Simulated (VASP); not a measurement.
# InCu3O3 (R-3c) in VASP: a series of runs

Runs on InCu3O3. Level: PBE. Tasks: single point.

Everything below comes from runs of VASP 6.6.1. Logs are shortened: lines on timing, memory, paths and dates and some standing lists are left out, and cuts for length are marked.

### Step 1. The cell of the first run

The structure is trigonal, space group R-3c (No. 167). Conventional cell: a = 6.381 Å, b = 6.381 Å, c = 15.180 Å, α = 90.00°, β = 90.00°, γ = 120.00°. In (site symmetry -3) has 6 O at 2.30 Å within 3.0 Å. Within 2.5 Å of Cu (site symmetry -1) lie 2 O at 1.88 Å. Within 2.5 Å of O (site symmetry 2) lie 2 Cu at 1.88 Å and 2 In at 2.30 Å.

### Step 2. Single point, PBE, collinear spin, ferromagnetic start

Input file INCAR:

```
SYSTEM = InCu3O3
ALGO = Normal
EDIFF = 1E-7
ENCUT = 520
GGA = PE
ISIF = 2
ISMEAR = 0
ISPIN = 2
LASPH = .TRUE.
LCHARG = .TRUE.
LELF = .TRUE.
LMAXMIX = 4
LORBIT = 11
LREAL = .FALSE.
LVHAR = .TRUE.
LWAVE = .FALSE.
MAGMOM = 0 0 1 1 1 1 1 1 0 0 0 0 0 0
NBANDS = 81
NELM = 150
PREC = Accurate
SIGMA = 0.15
```

Input file KPOINTS:

```
k-points
0
G
  3 3 3
  0 0 0
```

Input file POSCAR:

```
InCu3O3
1.0
    3.1904205634      1.8419901695      5.0601154568
   -3.1904205634      1.8419901695      5.0601154568
    0.0000000000     -3.6839803438      5.0601154550
In Cu O
2 6 6
Direct
    0.5000000000      0.5000000000      0.5000000000
    0.0000000000      0.0000000000      0.0000000000
    0.5000000000      0.0000000000      0.0000000000
    0.5000000000      0.5000000000      0.0000000000
    0.0000000000      0.0000000000      0.5000000000
    0.5000000000      0.0000000000      0.5000000000
    0.0000000000      0.5000000000      0.5000000000
    0.0000000000      0.5000000000      0.0000000000
    0.3366896777      0.7500000000      0.1633103223
    0.6633103223      0.2500000000      0.8366896777
    0.7500000000      0.1633103223      0.3366896777
    0.2500000000      0.8366896777      0.6633103223
    0.8366896777      0.6633103223      0.2500000000
    0.1633103223      0.3366896777      0.7500000000
```

Potentials or basis: VASP PAW PBE potentials, release 64 (In_d, Cu, O).

Started as:

```console
> cat potpaw_PBE.64/In_d/POTCAR potpaw_PBE.64/Cu/POTCAR potpaw_PBE.64/O/POTCAR > POTCAR
> mpirun -np 1 vasp_std > vasp.out
```

OUTCAR:

```text
SYSTEM = InCu3O3
   EDIFF = 1E-7
   ENCUT = 520
   GGA = PE
   ISIF = 2
   ISMEAR = 0
   ISPIN = 2
   LASPH = .TRUE.
   LORBIT = 11
   LREAL = .FALSE.
   NELM = 150
   PREC = Accurate

 ion  position               nearest neighbor table
   1  0.500  0.500  0.500-   9 2.30  10 2.30  11 2.30  12 2.30  13 2.30  14 2.30   4 3.13   4 3.13
                             7 3.13   6 3.13   6 3.13   7 3.13   3 3.19   3 3.19   8 3.19   8 3.19
   2  0.000  0.000  0.000-  11 2.30  12 2.30   9 2.30  10 2.30  13 2.30  14 2.30   5 3.13   5 3.13
                             8 3.13   3 3.13   8 3.13   3 3.13   7 3.19   6 3.19   7 3.19   6 3.19
   3  0.500  0.000  0.000-   9 1.88  10 1.88   2 3.13   2 3.13   1 3.19   1 3.19
   4  0.500  0.500  0.000-   9 1.88  10 1.88   1 3.13   1 3.13   2 3.19   2 3.19
   5  0.000  0.000  0.500-  11 1.88  12 1.88   2 3.13   2 3.13   1 3.19   1 3.19
   6  0.500  0.000  0.500-  11 1.88  12 1.88   1 3.13   1 3.13   2 3.19   2 3.19
   7  0.000  0.500  0.500-  13 1.88  14 1.88   1 3.13   1 3.13   2 3.19   2 3.19
   8  0.000  0.500  0.000-  13 1.88  14 1.88   2 3.13   2 3.13   1 3.19   1 3.19
   9  0.337  0.750  0.163-   4 1.88   3 1.88   1 2.30   2 2.30
  10  0.663  0.250  0.837-   4 1.88   3 1.88   1 2.30   2 2.30
  11  0.750  0.163  0.337-   5 1.88   6 1.88   2 2.30   1 2.30
  12  0.250  0.837  0.663-   5 1.88   6 1.88   2 2.30   1 2.30
  13  0.837  0.663  0.250-   7 1.88   8 1.88   1 2.30   2 2.30
  14  0.163  0.337  0.750-   7 1.88   8 1.88   1 2.30   2 2.30

  LATTYP: Found a trigonal (rhomboedric) cell.
 ALAT       =     6.2591117255
 COS(alpha) =     0.4803625299

  Lattice vectors:

 A1 = (   3.1904205634,   1.8419901695,   5.0601154568)
 A2 = (  -3.1904205634,   1.8419901695,   5.0601154568)
 A3 = (   0.0000000000,  -3.6839803438,   5.0601154550)

Analysis of symmetry for initial positions (statically):
=====================================================================
 Subroutine PRICEL returns:
 Original cell was already a primitive cell.

 Routine SETGRP: Setting up the symmetry group for a
 trigonal (rhombohedral) supercell.

 Subroutine GETGRP returns: Found 12 space group operations
 (whereof  6 operations were pure point group operations)
 out of a pool of 12 trial point group operations.

The static configuration has the point symmetry S_6 .
 The point group associated with its full space group is D_3d.

Analysis of symmetry for dynamics (positions and initial velocities):
=====================================================================
 Subroutine PRICEL returns:
 Original cell was already a primitive cell.

 Routine SETGRP: Setting up the symmetry group for a
 trigonal (rhombohedral) supercell.

 Subroutine GETGRP returns: Found 12 space group operations
 (whereof  6 operations were pure point group operations)
 out of a pool of 12 trial point group operations.

The dynamic configuration has the point symmetry S_6 .
 The point group associated with its full space group is D_3d.

Analysis of structural, dynamic, and magnetic symmetry:
=====================================================================
 Subroutine PRICEL returns:
 Original cell was already a primitive cell.

 Routine SETGRP: Setting up the symmetry group for a
 trigonal (rhombohedral) supercell.

 Subroutine GETGRP returns: Found 12 space group operations
 (whereof  6 operations were pure point group operations)
 out of a pool of 12 trial point group operations.

The overall configuration has the point symmetry S_6 .
 The point group associated with its full space group is D_3d.

 Subroutine INISYM returns: Found 12 space group operations
 (whereof  6 operations are pure point group operations),
 and found     1 'primitive' translations

----------------------------------------------------------------------------------------

                                     Primitive cell

  volume of cell :     178.4214

  direct lattice vectors                    reciprocal lattice vectors
     3.190420563  1.841990170  5.060115457     0.156719150  0.090481844  0.065874650
    -3.190420563  1.841990170  5.060115457    -0.156719150  0.090481844  0.065874650
     0.000000000 -3.683980344  5.060115455     0.000000000 -0.180963687  0.065874650

  length of vectors
     6.259111725  6.259111725  6.259111725     0.192580699  0.192580699  0.192580699

  position of ions in fractional coordinates (direct lattice)
     0.500000000  0.500000000  0.500000000
     0.000000000  0.000000000  0.000000000
     0.500000000  0.000000000  1.000000000
     0.500000000  0.500000000  1.000000000
     1.000000000  1.000000000  0.500000000
     0.500000000  0.000000000  0.500000000
     0.000000000  0.500000000  0.500000000
     0.000000000  0.500000000  1.000000000
     0.336689678  0.750000000  0.163310322
     0.663310322  0.250000000  0.836689678
     0.750000000  0.163310322  0.336689678
     0.250000000  0.836689678  0.663310322
[... 58 lines left out ...]
   dimension x,y,z NGXF=    96 NGYF=   96 NGZF=   96
   ions per type =               2   6   6
   NGX,Y,Z   is equivalent  to a cutoff of  12.75, 12.75, 12.75 a.u.
   NGXF,Y,Z  is equivalent  to a cutoff of  25.50, 25.50, 25.50 a.u.
 SYSTEM =  InCu3O3
   PREC   = accura    normal or accurate (medium, high low for compatibility)
   ISTART =      0    job   : 0-new  1-cont  2-samecut
   ICHARG =      2    charge: 1-file 2-atom 10-const
   ISPIN  =      2    spin polarized calculation?
   LNONCOLLINEAR =      F non collinear calculations
   LSORBIT =      F    spin-orbit coupling
   LASPH  =      T    aspherical Exc in radial PAW
   ENCUT  =  520.0 eV  38.22 Ry    6.18 a.u.  11.64 11.64 11.64*2*pi/ulx,y,z
   NELM   =    150;   NELMIN=  2; NELMDL= -5     # of ELM steps
   EDIFF  = 0.1E-06   stopping-criterion for ELM
   LREAL  =      F    real-space projection
   EDIFFG = 0.1E-05   stopping-criterion for IOM
   NSW    =      0    number of steps for IOM
   IBRION =     -1    ionic relax: 0-MD 1-quasi-New 2-CG
   NFREE  =      0    steps in history (QN), initial steepest desc. (CG)
   ISIF   =      2    stress and relaxation
   ISYM   =      2    0-nonsym 1-usesym 2-fastsym
   POTIM  = 0.5000    time-step for ionic-motion
   TEBEG  =    0.0;   TEEND  =   0.0 temperature during run
   PSTRESS=    0.0 pullay stress
   NELECT =     128.0000    total number of electrons
   NUPDOWN=      -1.0000    fix difference up-down
   EMIN   =  10.00;   EMAX   =-10.00  energy-range for DOS
   EFERMI =   0.00;   METHOD = LEGACY
   ISMEAR =     0;   SIGMA  =   0.15  broadening in eV -4-tet -1-fermi 0-gaus
   EFERMI_NEDOS =   21; number of points for ismear=-14 and -15
   IALGO  =     38    algorithm
   IMIX   =      4    mixing-type and parameters
     AMIX     =   0.40;   BMIX     =  1.00
     AMIX_MAG =   1.60;   BMIX_MAG =  1.00
  volume/ion in A,a.u.               =      12.74        86.00
  Fermi-wavevector in a.u.,A,eV,Ry     =   1.465534  2.769457 29.222449  2.147789
  Thomas-Fermi vector in A             =   2.581379
   LORBIT       =     11    0 simple, 1 ext, 2 COOP (PROOUT), +10 PAW based schemes
   GGA     = PE    functional components
   LHFCALC =     F    Hartree Fock is set to
   AEXX    =    0.0000 exact exchange contribution
   IVDW    =     0    specifies the selected vdW correction
   LEPSILON=     F    determine dielectric tensor
   LRPA    =     F    only Hartree local field effects (RPA)
 spin polarized calculation
 Gauss-broadening in eV      SIGMA  =   0.15
  energy-cutoff  :      520.00
  volume of cell :      178.42
 maximum number of plane-waves:      4819
 NGX is ok and might be reduce to    48
   NGX = 23   NGY = 23   NGZ = 23

 number of electron     128.0000043 magnetization       0.0001511

 number of electron     128.0000043 magnetization      -0.0000331

 Free energy of the ion-electron system (eV)
  ---------------------------------------------------
  ext. energy  EPLUGINS =         0.00000000
  ---------------------------------------------------
  free energy    TOTEN  =       -66.44253304 eV

  energy without entropy =      -66.43246055  energy(sigma->0) =      -66.43749680

 E-fermi :   6.1492     XC(G=0): -11.2127

 val. band max:        5.7625830229   @ k =   0.3333   0.0000   0.0000
 cond. band min:       6.1796988656   @ k =   0.0000   0.0000   0.0000
 fundamental gap:      0.4171158427
 Fermi energy:         6.1491921678

 spin component 1

 k-point     1 :       0.0000    0.0000    0.0000
  band No.  band energies     occupation
      1     -13.7214      1.00000
      2     -13.2834      1.00000
      3     -13.2834      1.00000
      4     -12.9330      1.00000
      5     -12.9330      1.00000
      6     -12.8292      1.00000
[... 463 lines left out ...]
     75      12.2453      0.00000
     76      13.0259      0.00000
 Fermi energy:         6.1491921678

 spin component 2

 k-point     1 :       0.0000    0.0000    0.0000
  band No.  band energies     occupation
      1     -13.7214      1.00000
      2     -13.2834      1.00000
      3     -13.2834      1.00000
      4     -12.9330      1.00000
      5     -12.9330      1.00000
      6     -12.8292      1.00000
[... 463 lines left out ...]
     75      12.2453      0.00000
     76      13.0259      0.00000
 [bands above 76 left out]

------------------------ aborting loop because EDIFF is reached ----------------------------------------

  FORCE on cell =-STRESS in cart. coord.  units (eV):
  Direction    XX          YY          ZZ          XY          YZ          ZX
  --------------------------------------------------------------------------------------
  -------------------------------------------------------------------------------------
  Total        0.7924355      0.7924355      1.1244943     -0.0000000     -0.0000000      0.0000000
  in kB        7.1158630      7.1158630     10.0976637     -0.0000000     -0.0000000      0.0000000
  external PRESSURE =       8.1097965 kB  Pullay stress =       0.0000000 kB

 VOLUME and BASIS-vectors are now :
 -----------------------------------------------------------------------------
  energy-cutoff  :      520.00
  volume of cell :      178.42
      direct lattice vectors                 reciprocal lattice vectors
     3.190420563  1.841990170  5.060115457     0.156719150  0.090481844  0.065874650
    -3.190420563  1.841990170  5.060115457    -0.156719150  0.090481844  0.065874650
     0.000000000 -3.683980344  5.060115455     0.000000000 -0.180963687  0.065874650

 POSITION                                       TOTAL-FORCE (eV/Angst)
 -----------------------------------------------------------------------------------
      0.00000     -0.00000      7.59017        -0.000000      0.000000     -0.000000
      0.00000      0.00000      0.00000        -0.000000      0.000000     -0.000000
      1.59521      0.92100      2.53006        -0.000000      0.000000     -0.000000
      0.00000      1.84199      5.06012        -0.000000      0.000000     -0.000000
      0.00000     -1.84199      2.53006        -0.000000      0.000000     -0.000000
      1.59521     -0.92100      5.06012        -0.000000      0.000000     -0.000000
     -1.59521     -0.92100      5.06012        -0.000000      0.000000     -0.000000
     -1.59521      0.92100      2.53006        -0.000000      0.000000     -0.000000
     -1.31863      1.40004      6.32514        -0.049958     -0.086529     -0.000000
      1.31863     -1.40004      8.85520         0.049958      0.086529      0.000000
      1.87179      0.44195      6.32514        -0.049958      0.086529      0.000000
     -1.87179     -0.44195      8.85520         0.049958     -0.086529     -0.000000
      0.55315      1.84199      8.85520        -0.099915      0.000000      0.000000
     -0.55315     -1.84199      6.32514         0.099915     -0.000000     -0.000000
 -----------------------------------------------------------------------------------
    total drift:                               -0.000000     -0.000000      0.000000

  FREE ENERGIE OF THE ION-ELECTRON SYSTEM (eV)
  ---------------------------------------------------
  free  energy   TOTEN  =       -66.4425330434 eV

  energy  without entropy=      -66.4324605474  energy(sigma->0) =      -66.43749680

 total charge

# of ion       s       p       d       tot
------------------------------------------
    1        0.642   0.503  10.000  11.146
    2        0.642   0.503  10.000  11.146
    3        0.409   0.291   9.256   9.956
    4        0.409   0.291   9.256   9.956
    5        0.409   0.291   9.256   9.956
    6        0.409   0.291   9.256   9.956
    7        0.409   0.291   9.256   9.956
    8        0.409   0.291   9.256   9.956
    9        1.569   3.400   0.000   4.969
   10        1.569   3.400   0.000   4.969
   11        1.569   3.400   0.000   4.969
   12        1.569   3.400   0.000   4.969
   13        1.569   3.400   0.000   4.969
   14        1.569   3.400   0.000   4.969
--------------------------------------------------
tot         13.150  23.156  75.535 111.841

 magnetization (x)

# of ion       s       p       d       tot
------------------------------------------
    1        0.000   0.000   0.000   0.000
    2        0.000   0.000   0.000   0.000
    3        0.000   0.000  -0.000  -0.000
    4        0.000   0.000  -0.000  -0.000
    5        0.000   0.000  -0.000  -0.000
    6        0.000   0.000  -0.000  -0.000
    7        0.000   0.000  -0.000  -0.000
    8        0.000   0.000  -0.000  -0.000
    9       -0.000  -0.000   0.000  -0.000
   10       -0.000  -0.000   0.000  -0.000
   11       -0.000  -0.000   0.000  -0.000
   12       -0.000  -0.000   0.000  -0.000
   13       -0.000  -0.000   0.000  -0.000
   14       -0.000  -0.000   0.000  -0.000
--------------------------------------------------
tot         -0.000   0.000  -0.000  -0.000
```

Run time: 11 min. Hardware: 1 thread of AMD EPYC 7R43 (Zen 3), shared host; peak memory 0.42 GiB.

Results:

```
Free energy                                           : -66.4425 eV
Pressure                                              : 0.8 GPa
Largest force                                         : 0.100 eV/Å
Band gap on the k mesh                                : zero (filled and empty bands touch)
Net moment                                            : 0.00 μB per cell
Valence electrons inside the program's atomic spheres : In 11.15; Cu 9.96; O 4.97
```

Forces on the atoms (eV/Å):
```
In   0.000  0.000  0.000
In   0.000  0.000  0.000
Cu   0.000  0.000  0.000
Cu   0.000  0.000  0.000
Cu   0.000  0.000  0.000
Cu   0.000  0.000  0.000
Cu   0.000  0.000  0.000
Cu   0.000  0.000  0.000
O   -0.050 -0.087  0.000
O    0.050  0.087  0.000
O   -0.050  0.087  0.000
O    0.050 -0.087  0.000
O   -0.100  0.000  0.000
O    0.100  0.000  0.000
```

Caveat: the k points lie up to 0.40 Å⁻¹ apart; spin-orbit coupling is left out, which moves the levels of the heavy elements.

(Part 1 of 2 ends here.)
